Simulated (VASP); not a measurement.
# YbH3 in VASP: further runs, part 2 of 2

VASP 6.6.1. The steps go on from the part before.

## (3) Single point, PBE

Contents of INCAR:

```
SYSTEM = YbH3
ALGO = Normal
EDIFF = 1E-6
ENCUT = 520
GGA = PE
ISIF = 2
ISMEAR = -1
LASPH = .TRUE.
LCHARG = .FALSE.
LREAL = .FALSE.
LWAVE = .FALSE.
NBANDS = 22
NELM = 80
PREC = Accurate
SIGMA = 0.05
```

Contents of KPOINTS:

```
k-points
0
G
  9 9 9
  0 0 0
```

Contents of POSCAR:

```
YbH3
1.0
    0.0000000000      2.6049710000      2.6049710000
    2.6049710000      0.0000000000      2.6049710000
    2.6049710000      2.6049710000      0.0000000000
Yb H
1 3
Direct
    0.0000000000      0.0000000000      0.0000000000
    0.5000000000      0.5000000000      0.5000000000
    0.2500000000      0.2500000000      0.2500000000
    0.7500000000      0.7500000000      0.7500000000
```

Potentials or basis: VASP PAW PBE potentials, release 64 (Yb, H).

Started as:

```sh
$ cat potpaw_PBE.64/Yb/POTCAR potpaw_PBE.64/H/POTCAR > POTCAR
$ mpirun -np 1 vasp_std > vasp.out
```

OUTCAR:

```text
SYSTEM = YbH3
   EDIFF = 1E-6
   ENCUT = 520
   GGA = PE
   ISIF = 2
   ISMEAR = -1
   LASPH = .TRUE.
   LREAL = .FALSE.
   NELM = 80
   PREC = Accurate

 ion  position               nearest neighbor table
   1  0.000  0.000  0.000-   4 2.26   4 2.26   4 2.26   3 2.26   4 2.26   3 2.26   3 2.26   3 2.26

   2  0.500  0.500  0.500-
   3  0.250  0.250  0.250-   1 2.26   1 2.26   1 2.26   1 2.26
   4  0.750  0.750  0.750-   1 2.26   1 2.26   1 2.26   1 2.26

  LATTYP: Found a face centered cubic cell.
 ALAT       =     5.2099420000

  Lattice vectors:

 A1 = (   0.0000000000,   2.6049710000,   2.6049710000)
 A2 = (   2.6049710000,   0.0000000000,   2.6049710000)
 A3 = (   2.6049710000,   2.6049710000,   0.0000000000)

Analysis of symmetry for initial positions (statically):
=====================================================================
 Subroutine PRICEL returns:
 Original cell was already a primitive cell.

 Routine SETGRP: Setting up the symmetry group for a
 face centered cubic supercell.

 Subroutine GETGRP returns: Found 48 space group operations
 (whereof 48 operations were pure point group operations)
 out of a pool of 48 trial point group operations.

The static configuration has the point symmetry O_h .

Analysis of symmetry for dynamics (positions and initial velocities):
=====================================================================
 Subroutine PRICEL returns:
 Original cell was already a primitive cell.

 Routine SETGRP: Setting up the symmetry group for a
 face centered cubic supercell.

 Subroutine GETGRP returns: Found 48 space group operations
 (whereof 48 operations were pure point group operations)
 out of a pool of 48 trial point group operations.

The dynamic configuration has the point symmetry O_h .

 Subroutine INISYM returns: Found 48 space group operations
 (whereof 48 operations are pure point group operations),
 and found     1 'primitive' translations

----------------------------------------------------------------------------------------

                                     Primitive cell

  volume of cell :      35.3540

  direct lattice vectors                    reciprocal lattice vectors
     0.000000000  2.604971000  2.604971000    -0.191940716  0.191940716  0.191940716
     2.604971000  0.000000000  2.604971000     0.191940716 -0.191940716  0.191940716
     2.604971000  2.604971000  0.000000000     0.191940716  0.191940716 -0.191940716

  length of vectors
     3.683985318  3.683985318  3.683985318     0.332451073  0.332451073  0.332451073

  position of ions in fractional coordinates (direct lattice)
     0.000000000  0.000000000  0.000000000
     0.500000000  0.500000000  0.500000000
     0.250000000  0.250000000  0.250000000
     0.750000000  0.750000000  0.750000000

  ion indices of the primitive-cell ions
   primitive index   ion index
                 1           1
                 2           2
                 3           3
                 4           4

----------------------------------------------------------------------------------------

 KPOINTS: k-points

Automatic generation of k-mesh.
 Grid dimensions read from file:
 generate k-points for:    9    9    9

 Generating k-lattice:

  Cartesian coordinates                     Fractional coordinates (reciprocal lattice)
    -0.021326746  0.021326746  0.021326746     0.111111111  0.000000000  0.000000000
     0.021326746 -0.021326746  0.021326746     0.000000000  0.111111111  0.000000000
     0.021326746  0.021326746 -0.021326746     0.000000000  0.000000000  0.111111111

  Length of vectors
     0.036939008  0.036939008  0.036939008

  Shift w.r.t. Gamma in fractional coordinates (k-lattice)
     0.000000000  0.000000000  0.000000000

 Subroutine IBZKPT returns following result:
 ===========================================

 Found     35 irreducible k-points:

 Following reciprocal coordinates:
            Coordinates               Weight
  0.000000  0.000000  0.000000      1.000000
  0.111111  0.000000  0.000000      8.000000
  0.222222  0.000000  0.000000      8.000000
  0.333333  0.000000  0.000000      8.000000
  0.444444  0.000000  0.000000      8.000000
  0.111111  0.111111  0.000000      6.000000
[... 16 lines left out ...]
 -0.333333  0.333333  0.000000     12.000000
  0.444444  0.444444  0.000000      6.000000
 [... further k-points ...]
   k-points           NKPTS =     35   k-points in BZ     NKDIM =     35   number of bands    NBANDS=     22
   number of dos      NEDOS =    301   number of ions     NIONS =      4
   total plane-waves  NPLWV =  21952
   dimension x,y,z NGX =    28 NGY =   28 NGZ =   28
   dimension x,y,z NGXF=    56 NGYF=   56 NGZF=   56
   ions per type =               1   3
   NGX,Y,Z   is equivalent  to a cutoff of  12.64, 12.64, 12.64 a.u.
   NGXF,Y,Z  is equivalent  to a cutoff of  25.27, 25.27, 25.27 a.u.
 SYSTEM =  YbH3
   PREC   = accura    normal or accurate (medium, high low for compatibility)
   ISTART =      0    job   : 0-new  1-cont  2-samecut
   ICHARG =      2    charge: 1-file 2-atom 10-const
   ISPIN  =      1    spin polarized calculation?
   LNONCOLLINEAR =      F non collinear calculations
   LSORBIT =      F    spin-orbit coupling
   LASPH  =      T    aspherical Exc in radial PAW
   ENCUT  =  520.0 eV  38.22 Ry    6.18 a.u.   6.85  6.85  6.85*2*pi/ulx,y,z
   NELM   =     80;   NELMIN=  2; NELMDL= -5     # of ELM steps
   EDIFF  = 0.1E-05   stopping-criterion for ELM
   LREAL  =      F    real-space projection
   EDIFFG = 0.1E-04   stopping-criterion for IOM
   NSW    =      0    number of steps for IOM
   IBRION =     -1    ionic relax: 0-MD 1-quasi-New 2-CG
   NFREE  =      0    steps in history (QN), initial steepest desc. (CG)
   ISIF   =      2    stress and relaxation
   ISYM   =      2    0-nonsym 1-usesym 2-fastsym
   POTIM  = 0.5000    time-step for ionic-motion
   TEBEG  =    0.0;   TEEND  =   0.0 temperature during run
   PSTRESS=    0.0 pullay stress
   NELECT =      27.0000    total number of electrons
   NUPDOWN=      -1.0000    fix difference up-down
   EMIN   =  10.00;   EMAX   =-10.00  energy-range for DOS
   EFERMI =   0.00;   METHOD = LEGACY
   ISMEAR =    -1;   SIGMA  =   0.05  broadening in eV -4-tet -1-fermi 0-gaus
   EFERMI_NEDOS =   21; number of points for ismear=-14 and -15
   IALGO  =     38    algorithm
   IMIX   =      4    mixing-type and parameters
     AMIX     =   0.40;   BMIX     =  1.00
     AMIX_MAG =   1.60;   BMIX_MAG =  1.00
  volume/ion in A,a.u.               =       8.84        59.65
  Fermi-wavevector in a.u.,A,eV,Ry     =   1.496407  2.827800 30.466645  2.239235
  Thomas-Fermi vector in A             =   2.608428
   LORBIT       =      0    0 simple, 1 ext, 2 COOP (PROOUT), +10 PAW based schemes
   GGA     = PE    functional components
   LHFCALC =     F    Hartree Fock is set to
   AEXX    =    0.0000 exact exchange contribution
   IVDW    =     0    specifies the selected vdW correction
   LEPSILON=     F    determine dielectric tensor
   LRPA    =     F    only Hartree local field effects (RPA)
 non-spin polarized calculation
  energy-cutoff  :      520.00
  volume of cell :       35.35
 maximum number of plane-waves:       963
   NGX = 13   NGY = 13   NGZ = 13

 number of electron      27.0000013 magnetization

 Free energy of the ion-electron system (eV)
  ---------------------------------------------------
  ext. energy  EPLUGINS =         0.00000000
  ---------------------------------------------------
  free energy    TOTEN  =       -15.23826097 eV

  energy without entropy =      -15.21435647  energy(sigma->0) =      -15.22630872

 E-fermi :   1.3835     XC(G=0): -10.8787

 val. band max:        1.3475198437   @ k =  -0.4444   0.2222   0.1111
 cond. band min:       1.3932389807   @ k =  -0.2222   0.2222   0.0000
 fundamental gap:      0.0457191370
 Fermi energy:         1.3834632481

 k-point     1 :       0.0000    0.0000    0.0000
  band No.  band energies     occupation
      1     -49.7026      2.00000
      2     -21.7283      2.00000
      3     -21.7283      2.00000
      4     -21.7283      2.00000
      5      -7.0675      2.00000
      6      -0.0079      2.00000
[... 14 lines left out ...]
     21      12.9786      0.00000
     22      12.9786      0.00000
[... 552 lines left out ...]
  band No.  band energies     occupation
      1     -49.6781      2.00000
      2     -22.1194      2.00000
      3     -21.8602      2.00000
      4     -21.8602      2.00000
      5      -3.0700      2.00000
      6      -2.1727      2.00000
[... 14 lines left out ...]
     21      10.4778      0.00000
     22      12.9879      0.00000

 [... further k-points ...]
[... 5 lines left out ...]
  --------------------------------------------------------------------------------------
  -------------------------------------------------------------------------------------
  Total       -1.1929056     -1.1929056     -1.1929056     -0.0000000      0.0000000     -0.0000000
  in kB      -54.0602404    -54.0602404    -54.0602404     -0.0000000      0.0000000     -0.0000000
  external PRESSURE =     -54.0602404 kB  Pullay stress =       0.0000000 kB

 VOLUME and BASIS-vectors are now :
 -----------------------------------------------------------------------------
  energy-cutoff  :      520.00
  volume of cell :       35.35
      direct lattice vectors                 reciprocal lattice vectors
     0.000000000  2.604971000  2.604971000    -0.191940716  0.191940716  0.191940716
     2.604971000  0.000000000  2.604971000     0.191940716 -0.191940716  0.191940716
     2.604971000  2.604971000  0.000000000     0.191940716  0.191940716 -0.191940716

 POSITION                                       TOTAL-FORCE (eV/Angst)
 -----------------------------------------------------------------------------------
      0.00000      0.00000      0.00000        -0.000000     -0.000000     -0.000000
      2.60497      2.60497      2.60497        -0.000000     -0.000000     -0.000000
      1.30249      1.30249      1.30249         0.000000      0.000000     -0.000000
      3.90746      3.90746      3.90746        -0.000000      0.000000      0.000000
 -----------------------------------------------------------------------------------
    total drift:                               -0.000000     -0.000000      0.000000

  FREE ENERGIE OF THE ION-ELECTRON SYSTEM (eV)
  ---------------------------------------------------
  free  energy   TOTEN  =       -15.2382609667 eV

  energy  without entropy=      -15.2143564697  energy(sigma->0) =      -15.22630872
```

stdout:

```text
POSCAR found type information on POSCAR YbH
 POSCAR found :  2 types and       4 ions
 scaLAPACK will be used
 LDA part: xc-table for (Slater+PW92), standard interpolation
 POSCAR, INCAR and KPOINTS ok, starting setup
 FFT: planning ... GRIDC
 FFT: planning ... GRID_SOFT
 FFT: planning ... GRID
 WAVECAR not read
 entering main loop
```

It took 48 s on 1 thread of AMD EPYC 7R13 (Zen 3), shared host; peak memory 0.15 GiB.

What came out:

```yaml
Free_energy: -15.2383 eV
Pressure: -5.4 GPa
Band_gap_on_the_k_mesh: zero (an odd number of electrons rules out a gap without spin polarisation)
```

Caveat: the cell stands under tension; spin-orbit coupling is left out, which moves the levels of the heavy elements. Spin polarisation is off, so any magnetic state and its effect on volume and gap are missing.

## (4) Single point, PBE, collinear spin, ferromagnetic start

Contents of INCAR:

```
SYSTEM = YbH3
ALGO = Normal
EDIFF = 1E-7
ENCUT = 520
GGA = PE
ISIF = 2
ISMEAR = -1
ISPIN = 2
LASPH = .TRUE.
LCHARG = .FALSE.
LMAXMIX = 6
LORBIT = 11
LREAL = .FALSE.
LWAVE = .FALSE.
MAGMOM = 1 0 0 0
NBANDS = 26
NELM = 150
PREC = Accurate
SIGMA = 0.05
```

KPOINTS is that of step 3.

POSCAR is that of step 3.

Started as:

```sh
$ cat potpaw_PBE.64/Yb/POTCAR potpaw_PBE.64/H/POTCAR > POTCAR
$ mpirun -np 1 vasp_std > vasp.out
```

It took 2.1 min on 1 thread of AMD EPYC 7R13 (Zen 3), shared host; peak memory 0.19 GiB.

It converged, with:

```yaml
Free_energy: -15.2385 eV
Pressure: -5.4 GPa
Net_moment: 0.18 μB per cell
Site_moments: Yb +0.16; H +0.00 μB
Valence_electrons_inside_the_program's_atomic_spheres: Yb 22.05; H 0.46, 0.55 (each value once)
```

Levels at points of the mesh, in eV from the Fermi level:
Spin up:
```tsv
k point	band 12	band 13	band 14	band 15	band 16	band 17
(0.00, 0.00, 0.00)	-0.39	1.20	2.58	3.19	3.19	3.19
```
Spin down:
```csv
k point,band 10,band 11,band 12,band 13,band 14,band 15,band 16,band 17
"(0.00, 0.00, 0.00)",-0.31,-0.31,-0.31,1.31,2.59,3.21,3.21,3.21
```

Caveat: the cell stands under tension; spin-orbit coupling is left out, which moves the levels of the heavy elements.

## (5) Overview

```tsv
spin	cell	k mesh	smearing	gap on the mesh (eV)	pressure (GPa)	moment (μB)
collinear, ferromagnetic start	as given, atomic positions A	6 × 6 × 6	gaussian 0.005 eV	none	-6.7	0.17
off	as given, atomic positions B	9 × 9 × 9	fermi-dirac 0.05 eV	none	-5.4	-
collinear, ferromagnetic start	as given, atomic positions B	9 × 9 × 9	fermi-dirac 0.05 eV	none	-5.4	0.18
```

Alike in all rows: task single point; level PBE; potentials or basis VASP PAW PBE potentials, release 64 (Yb, H); cutoff (eV) 520.

Caveats: the cell stands under tension; spin-orbit coupling is left out, which moves the levels of the heavy elements.

Total energies depend on the potentials used, so only differences within one code and one set of settings carry meaning.

The gap in the log of VASP goes by the Fermi energy; the results here count the filled bands.